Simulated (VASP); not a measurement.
# Be2B3 (Cmm2) in VASP: further runs

The runs below take Be2B3 through single point, relaxation of cell and atoms, with PBE.

Everything below comes from runs of VASP 6.6.1. Logs are shortened: lines on timing, memory, paths and dates and some standing lists are left out, and cuts for length are marked.

**1. The cell of the first run**

Symmetry: Cmm2, No. 35, orthorhombic system. Conventional cell: a = 4.573 Å, b = 5.377 Å, c = 3.446 Å, α = 90.00°, β = 90.00°, γ = 90.00°. Within 2.7 Å of Be (site symmetry m) lie 6 B at 2.00 to 2.06 Å and 3 Be at 2.08 to 2.37 Å. Within 2.2 Å of B (site symmetry mm2) lie 2 B at 1.68 Å and 4 Be at 2.00 to 2.02 Å. B (site symmetry m) has 2 B at 1.60 to 1.68 Å and 4 Be at 2.04 to 2.06 Å within 2.1 Å.

**2. Single point, PBE**

INCAR reads:

```
SYSTEM = Be2B3
  ALGO = Normal
  EDIFF = 1E-6
  ENCUT = 520
  GGA = PE
  ISIF = 2
  ISMEAR = 0
  LASPH = .TRUE.
  LCHARG = .TRUE.
  LELF = .TRUE.
  LREAL = .FALSE.
  LVHAR = .TRUE.
  LWAVE = .FALSE.
  NBANDS = 14
  NELM = 80
  PREC = Accurate
  SIGMA = 0.1
```

KPOINTS reads:

```
k-points
0
G
  6 6 4
  0 0 0
```

POSCAR reads:

```
Be2B3
1.0
    2.6883787027     -2.2865033097      0.0000000000
    2.6883787027      2.2865033097      0.0000000000
    0.0000000000      0.0000000000      3.4464337794
Be B
2 3
Direct
    0.3065399597      0.3065399597      0.2175089721
    0.6934600403      0.6934600403      0.2175089721
    0.5000000000      0.5000000000      0.7141366933
    0.8247833526      0.1752166474      0.4887272876
    0.1752166474      0.8247833526      0.4887272876
```

Potentials or basis: VASP PAW PBE potentials, release 64 (Be, B).

On the command line:

```console
$ cat potpaw_PBE.64/Be/POTCAR potpaw_PBE.64/B/POTCAR > POTCAR
$ mpirun -np 1 vasp_std > vasp.out
```

OUTCAR:

```text
SYSTEM = Be2B3
   EDIFF = 1E-6
   ENCUT = 520
   GGA = PE
   ISIF = 2
   ISMEAR = 0
   LASPH = .TRUE.
   LREAL = .FALSE.
   NELM = 80
   PREC = Accurate

 ion  position               nearest neighbor table
   1  0.307  0.307  0.218-   3 2.00   3 2.02   4 2.04   5 2.04   5 2.06   4 2.06   2 2.08   2 2.37
                             2 2.37
   2  0.693  0.693  0.218-   3 2.00   3 2.02   4 2.04   5 2.04   5 2.06   4 2.06   1 2.08   1 2.37
                             1 2.37
   3  0.500  0.500  0.714-   4 1.68   5 1.68   1 2.00   2 2.00   1 2.02   2 2.02
   4  0.825  0.175  0.489-   5 1.60   3 1.68   2 2.04   1 2.04   2 2.06   1 2.06
   5  0.175  0.825  0.489-   4 1.60   3 1.68   2 2.04   1 2.04   2 2.06   1 2.06

  LATTYP: Found a base centered orthorhombic cell.
 ALAT       =     4.5730066194
 B/A-ratio  =     1.1757598125
 C/A-ratio  =     0.7536472317

  Lattice vectors:

 A1 = (  -2.6883787027,  -2.2865033097,   0.0000000000)
 A2 = (   2.6883787027,  -2.2865033097,   0.0000000000)
 A3 = (   0.0000000000,   0.0000000000,   3.4464337794)

Analysis of symmetry for initial positions (statically):
=====================================================================
 Subroutine PRICEL returns:
 Original cell was already a primitive cell.

 Routine SETGRP: Setting up the symmetry group for a
 base centered orthorhombic supercell.

 Subroutine GETGRP returns: Found  4 space group operations
 (whereof  4 operations were pure point group operations)
 out of a pool of  8 trial point group operations.

The static configuration has the point symmetry C_2v.

Analysis of symmetry for dynamics (positions and initial velocities):
=====================================================================
 Subroutine PRICEL returns:
 Original cell was already a primitive cell.

 Routine SETGRP: Setting up the symmetry group for a
 base centered orthorhombic supercell.

 Subroutine GETGRP returns: Found  4 space group operations
 (whereof  4 operations were pure point group operations)
 out of a pool of  8 trial point group operations.

The dynamic configuration has the point symmetry C_2v.

 Subroutine INISYM returns: Found  4 space group operations
 (whereof  4 operations are pure point group operations),
 and found     1 'primitive' translations

----------------------------------------------------------------------------------------

                                     Primitive cell

  volume of cell :      42.3704

  direct lattice vectors                    reciprocal lattice vectors
     2.688378703 -2.286503310  0.000000000     0.185985702 -0.218674514  0.000000000
     2.688378703  2.286503310  0.000000000     0.185985702  0.218674514  0.000000000
     0.000000000  0.000000000  3.446433779     0.000000000  0.000000000  0.290155002

  length of vectors
     3.529231848  3.529231848  3.446433779     0.287070069  0.287070069  0.290155002

  position of ions in fractional coordinates (direct lattice)
     0.306539960  0.306539960  0.217508972
     0.693460040  0.693460040  0.217508972
     0.500000000  0.500000000  0.714136693
     0.824783353  0.175216647  0.488727288
     0.175216647  0.824783353  0.488727288

  ion indices of the primitive-cell ions
   primitive index   ion index
                 1           1
                 2           2
                 3           3
                 4           4
                 5           5

----------------------------------------------------------------------------------------

 KPOINTS: k-points

Automatic generation of k-mesh.
 Grid dimensions read from file:
 generate k-points for:    6    6    4

 Generating k-lattice:

  Cartesian coordinates                     Fractional coordinates (reciprocal lattice)
     0.030997617 -0.036445752  0.000000000     0.166666667  0.000000000  0.000000000
     0.030997617  0.036445752  0.000000000     0.000000000  0.166666667  0.000000000
     0.000000000  0.000000000  0.072538750     0.000000000  0.000000000  0.250000000

  Length of vectors
     0.047845011  0.047845011  0.072538750

  Shift w.r.t. Gamma in fractional coordinates (k-lattice)
     0.000000000  0.000000000  0.000000000

 Subroutine IBZKPT returns following result:
 ===========================================

 Found     39 irreducible k-points:

 Following reciprocal coordinates:
            Coordinates               Weight
  0.000000  0.000000  0.000000      1.000000
  0.166667  0.000000  0.000000      4.000000
  0.333333 -0.000000  0.000000      4.000000
  0.500000 -0.000000  0.000000      2.000000
  0.166667  0.166667  0.000000      2.000000
  0.333333  0.166667  0.000000      4.000000
[... 16 lines left out ...]
  0.333333  0.333333  0.250000      4.000000
  0.500000  0.333333  0.250000      8.000000
 [... further k-points ...]
   k-points           NKPTS =     39   k-points in BZ     NKDIM =     39   number of bands    NBANDS=     14
   number of dos      NEDOS =    301   number of ions     NIONS =      5
   total plane-waves  NPLWV =  21952
   dimension x,y,z NGX =    28 NGY =   28 NGZ =   28
   dimension x,y,z NGXF=    56 NGYF=   56 NGZF=   56
   ions per type =               2   3
   NGX,Y,Z   is equivalent  to a cutoff of  13.19, 13.19, 13.51 a.u.
   NGXF,Y,Z  is equivalent  to a cutoff of  26.38, 26.38, 27.01 a.u.
 SYSTEM =  Be2B3
   PREC   = accura    normal or accurate (medium, high low for compatibility)
   ISTART =      0    job   : 0-new  1-cont  2-samecut
   ICHARG =      2    charge: 1-file 2-atom 10-const
   ISPIN  =      1    spin polarized calculation?
   LNONCOLLINEAR =      F non collinear calculations
   LSORBIT =      F    spin-orbit coupling
   LASPH  =      T    aspherical Exc in radial PAW
   ENCUT  =  520.0 eV  38.22 Ry    6.18 a.u.   6.56  6.56  6.41*2*pi/ulx,y,z
   NELM   =     80;   NELMIN=  2; NELMDL= -5     # of ELM steps
   EDIFF  = 0.1E-05   stopping-criterion for ELM
   LREAL  =      F    real-space projection
   EDIFFG = 0.1E-04   stopping-criterion for IOM
   NSW    =      0    number of steps for IOM
   IBRION =     -1    ionic relax: 0-MD 1-quasi-New 2-CG
   NFREE  =      0    steps in history (QN), initial steepest desc. (CG)
   ISIF   =      2    stress and relaxation
   ISYM   =      2    0-nonsym 1-usesym 2-fastsym
   POTIM  = 0.5000    time-step for ionic-motion
   TEBEG  =    0.0;   TEEND  =   0.0 temperature during run
   PSTRESS=    0.0 pullay stress
   NELECT =      13.0000    total number of electrons
   NUPDOWN=      -1.0000    fix difference up-down
   EMIN   =  10.00;   EMAX   =-10.00  energy-range for DOS
   EFERMI =   0.00;   METHOD = LEGACY
   ISMEAR =     0;   SIGMA  =   0.10  broadening in eV -4-tet -1-fermi 0-gaus
   EFERMI_NEDOS =   21; number of points for ismear=-14 and -15
   IALGO  =     38    algorithm
   IMIX   =      4    mixing-type and parameters
     AMIX     =   0.40;   BMIX     =  1.00
     AMIX_MAG =   1.60;   BMIX_MAG =  1.00
  volume/ion in A,a.u.               =       8.47        57.19
  Fermi-wavevector in a.u.,A,eV,Ry     =   1.104168  2.086575 16.588050  1.219187
  Thomas-Fermi vector in A             =   2.240637
   LORBIT       =      0    0 simple, 1 ext, 2 COOP (PROOUT), +10 PAW based schemes
   GGA     = PE    functional components
   LHFCALC =     F    Hartree Fock is set to
   AEXX    =    0.0000 exact exchange contribution
   IVDW    =     0    specifies the selected vdW correction
   LEPSILON=     F    determine dielectric tensor
   LRPA    =     F    only Hartree local field effects (RPA)
 non-spin polarized calculation
 Gauss-broadening in eV      SIGMA  =   0.10
  energy-cutoff  :      520.00
  volume of cell :       42.37
 maximum number of plane-waves:      1164
 NGX is ok and might be reduce to    28
   NGX = 13   NGY = 13   NGZ = 13

 number of electron      13.0000000 magnetization

 Free energy of the ion-electron system (eV)
  ---------------------------------------------------
  ext. energy  EPLUGINS =         0.00000000
  ---------------------------------------------------
  free energy    TOTEN  =       -25.34454329 eV

  energy without entropy =      -25.33864601  energy(sigma->0) =      -25.34159465

 E-fermi :   4.9574     XC(G=0): -10.6949

 val. band max:        4.9021613086   @ k =   0.3333   0.1667   0.2500
 cond. band min:       4.9713926366   @ k =   0.3333   0.1667   0.0000
 fundamental gap:      0.0692313280
 Fermi energy:         4.9574481934

 k-point     1 :       0.0000    0.0000    0.0000
  band No.  band energies     occupation
      1      -7.9755      2.00000
      2      -1.3987      2.00000
      3       0.3506      2.00000
      4       1.9234      2.00000
      5       2.5605      2.00000
      6       3.2511      2.00000
      7       4.5432      2.00000
      8       5.8442      0.00000
      9       8.6671      0.00000
     10      10.0824      0.00000
     11      13.0877      0.00000
     12      13.3432      0.00000
     13      14.7694      0.00000
     14      14.9664      0.00000

 k-point     2 :       0.1667    0.0000    0.0000
  band No.  band energies     occupation
      1      -7.7262      2.00000
      2      -2.3097      2.00000
      3       0.5217      2.00000
      4       2.1218      2.00000
      5       2.2416      2.00000
      6       3.4159      2.00000
      7       5.0868      0.06740
      8       6.0894      0.00000
      9       8.1747      0.00000
     10      10.3283      0.00000
     11      11.7270      0.00000
     12      13.8349      0.00000
     13      14.4208      0.00000
     14      15.2391      0.00000
[... 343 lines left out ...]
      1      -5.9296      2.00000
      2      -2.4069      2.00000
      3      -1.8259      2.00000
      4      -0.2964      2.00000
      5       0.5663      2.00000
      6       4.0350      2.00000
      7       4.6471      1.99999
      8       6.3241      0.00000
      9       9.7919      0.00000
     10      10.9012      0.00000
     11      12.6620      0.00000
     12      14.8461      0.00000
     13      15.0539      0.00000
     14      16.3787      0.00000

 k-point    24 :       0.5000    0.3333    0.2500
  band No.  band energies     occupation
      1      -5.1081      2.00000
      2      -3.7686      2.00000
      3      -1.2456      2.00000
      4      -0.8045      2.00000
      5       0.9082      2.00000
      6       2.8652      2.00000
      7       5.1793      0.00171
      8       6.1808      0.00000
      9      10.4285      0.00000
     10      12.2637      0.00000
     11      13.4743      0.00000
     12      13.9390      0.00000
     13      14.6881      0.00000
     14      16.6921      0.00000

 [... further k-points ...]
[... 5 lines left out ...]
  --------------------------------------------------------------------------------------
  -------------------------------------------------------------------------------------
  Total        0.1233452      0.0043396      0.0300597      0.0000000      0.0000000      0.0000000
  in kB        4.6641283      0.1640956      1.1366671      0.0000000      0.0000000      0.0000000
  external PRESSURE =       1.9882970 kB  Pullay stress =       0.0000000 kB

 VOLUME and BASIS-vectors are now :
 -----------------------------------------------------------------------------
  energy-cutoff  :      520.00
  volume of cell :       42.37
      direct lattice vectors                 reciprocal lattice vectors
     2.688378703 -2.286503310  0.000000000     0.185985702 -0.218674514  0.000000000
     2.688378703  2.286503310  0.000000000     0.185985702  0.218674514  0.000000000
     0.000000000  0.000000000  3.446433779     0.000000000  0.000000000  0.290155002

 POSITION                                       TOTAL-FORCE (eV/Angst)
 -----------------------------------------------------------------------------------
      1.64819      0.00000      0.74963        -0.014887      0.000000     -0.010791
      3.72857      0.00000      0.74963         0.014887      0.000000     -0.010791
      2.68838      0.00000      2.46122        -0.000000      0.000000      0.002279
      2.68838     -1.48524      1.68437        -0.000000      0.003399      0.009652
      2.68838      1.48524      1.68437        -0.000000     -0.003399      0.009652
 -----------------------------------------------------------------------------------
    total drift:                                0.000000      0.000000      0.000067

  FREE ENERGIE OF THE ION-ELECTRON SYSTEM (eV)
  ---------------------------------------------------
  free  energy   TOTEN  =       -25.3445432892 eV

  energy  without entropy=      -25.3386460111  energy(sigma->0) =      -25.34159465
```

Wall time 13 s (1 thread of Intel Xeon Platinum 8559C (Emerald Rapids), shared host); peak memory 0.16 GiB.

Results:

| Item | Value |
| --- | --- |
| Free energy | -25.3445 eV |
| Pressure | 0.2 GPa |
| Largest force | 0.018 eV/Å |

Forces on the atoms (eV/Å):
```
Be  -0.015  0.000 -0.011
Be   0.015  0.000 -0.011
B    0.000  0.000  0.002
B    0.000  0.003  0.010
B    0.000 -0.003  0.010
```

Levels at points of the mesh, in eV from the Fermi level:
```
           k point  band 5  band 6  band 7  band 8  band 9  band 10
(0.00, 0.00, 0.00)   -2.40   -1.71   -0.41    0.89    3.71     5.12
(0.50, 0.00, 0.00)   -2.08   -1.41   -0.76    0.75    3.47     4.68
(0.50, 0.50, 0.00)   -1.33   -0.36    0.77    2.62    4.85     6.52
(0.00, 0.00, 0.50)   -1.48   -0.21    0.73    0.79    0.94     5.13
(0.50, 0.00, 0.50)   -2.50   -2.26   -0.94    3.84    3.93     5.33
(0.50, 0.50, 0.50)   -5.48   -3.04   -1.70   -0.87    7.58     9.39
```

Caveat: the k points lie up to 0.46 Å⁻¹ apart.

**3. Relaxation of cell and atoms, PBE**

This run uses another cell than the first one, of 7.36 Å³/atom, 0.869 times its volume.

INCAR reads:

```
PREC = Accurate
ENCUT = 600
EDIFF = 1E-6
ISMEAR = 0
SIGMA = 0.1
LREAL = F
LASPH = T
NELM = 80
ALGO = Normal
ISIF = 3
LWAVE = F
LCHARG = F
GGA = PE
IBRION = 2
NSW = 90
EDIFFG = -0.04
```

KPOINTS reads:

```
regular mesh
0
Gamma
  6 6 4
```

POSCAR reads:

```
Be2B3
1.0
    1.8146954682     -2.3209698877      0.0000000000
    1.8146954682      2.3209698877      0.0000000000
    0.0000000000      0.0000000000      4.3686834020
Be B
2 3
Direct
    0.1895161497      0.1895161497      0.1895161497
    0.8104838503      0.8104838503      0.1895161497
    0.5000000000      0.5000000000      0.7475769134
    0.8420984280      0.1579015720      0.5000000000
    0.1579015720      0.8420984280      0.5000000000
```

Potentials or basis: VASP PAW PBE potentials, release 64 (Be, B).

On the command line:

```console
$ cat potpaw_PBE.64/Be/POTCAR potpaw_PBE.64/B/POTCAR > POTCAR
$ mpirun -np 1 vasp_std > vasp.out
```

Wall time 3 min (1 thread of Intel Xeon Platinum 8559C (Emerald Rapids), shared host); peak memory 0.16 GiB.

It converged, with:

| Item | Value |
| --- | --- |
| Free energy | -25.3341 eV |
| Relaxed volume | 8.50 Å³/atom |
| Relaxed cell | a = 3.536 Å, b = 3.536 Å, c = 3.444 Å, α = 90.00°, β = 90.00°, γ = 80.66° |
| Space group after relaxing (to 0.05 Å) | Cmm2 (No. 35) |
| Energy gained by relaxing | 1265.9 meV/atom |
| Ionic steps | 49 |
| Pressure after relaxing | -0.3 GPa |
| Largest force after relaxing | 0.034 eV/Å |

Forces in eV/Å, atoms in the order of the input:
```
Be  -0.003  0.000 -0.029
Be   0.003  0.000 -0.029
B    0.000  0.000  0.034
B    0.000  0.002  0.012
B    0.000 -0.002  0.012
```

Stress tensor (GPa, compression positive):
```
-0.63  0.00  0.00
 0.00 -0.74  0.00
 0.00  0.00  0.34
```

The path:
```tsv
step	energy change (eV)	largest force (eV/Å)	pressure (GPa)	volume (Å³)
1	0.0000	15.5645	38.81	36.80
3	-4.6287	4.0796	-4.75	40.51
5	-4.9390	1.2075	-2.89	39.49
7	-5.3200	1.3747	3.03	38.63
9	-5.5147	0.7884	1.91	38.93
11	-5.6072	0.6890	-1.11	39.57
13	-5.6416	0.2677	-0.17	39.48
15	-5.6723	0.3273	0.62	39.31
17	-5.7156	0.8304	3.10	38.87
19	-5.7230	0.8642	3.06	38.83
21	-5.7398	1.0474	3.18	38.80
23	-5.7530	1.0541	3.11	38.82
25	-5.8502	0.8698	2.24	39.10
27	-6.0343	1.0199	0.95	40.12
29	-6.0810	0.5340	0.83	40.66
31	-6.0983	0.3671	0.57	40.77
33	-6.2016	0.5591	-0.16	42.41
35	-6.2056	0.9599	-0.25	42.95
37	-6.2175	0.8392	-0.37	42.85
39	-6.2330	0.9911	-0.65	43.33
41	-6.2821	0.5583	-1.24	43.26
43	-6.3221	0.2331	-1.32	42.95
45	-6.3273	0.1342	-0.42	42.63
47	-6.3289	0.0452	0.12	42.47
49	-6.3297	0.0337	-0.34	42.50
```

Final structure:
```
Be B
1.0
     2.69588   -2.28866    0.00000
     2.69588    2.28866    0.00000
     0.00000    0.00000    3.44382
Be B
2 3
Cartesian
  1.6528 0.0000 0.7510
  3.7390 0.0000 0.7510
  2.6959 0.0000 2.4577
  2.6959 -1.4867 1.6820
  2.6959 1.4867 1.6820
```

Levels at points of the mesh, in eV from the Fermi level:
```
           k point  band 3  band 4  band 5  band 6  band 7  band 8  band 9  band 10
(0.00, 0.00, 0.00)   -4.62   -2.99   -2.39   -1.67   -0.41    0.85    3.72     5.13
(0.50, 0.00, 0.00)   -3.43   -3.00   -2.05   -1.43   -0.73    0.78    3.51     4.67
(0.50, 0.50, 0.00)   -7.73   -7.33   -1.30   -0.34    0.80    2.65    4.84     6.55
(0.00, 0.00, 0.50)   -5.69   -3.68   -1.47   -0.21    0.74    0.80    0.91     5.14
(0.50, 0.00, 0.50)   -6.31   -5.14   -2.50   -2.27   -0.96    3.84    3.91     5.33
(0.50, 0.50, 0.50)   -6.45   -6.40   -5.47   -3.01   -1.70   -0.85    7.54     9.34
```

Caveat: the k points lie up to 0.46 Å⁻¹ apart in the final cell; the volume moved by over 15 % at a fixed basis, so the end points are rough.
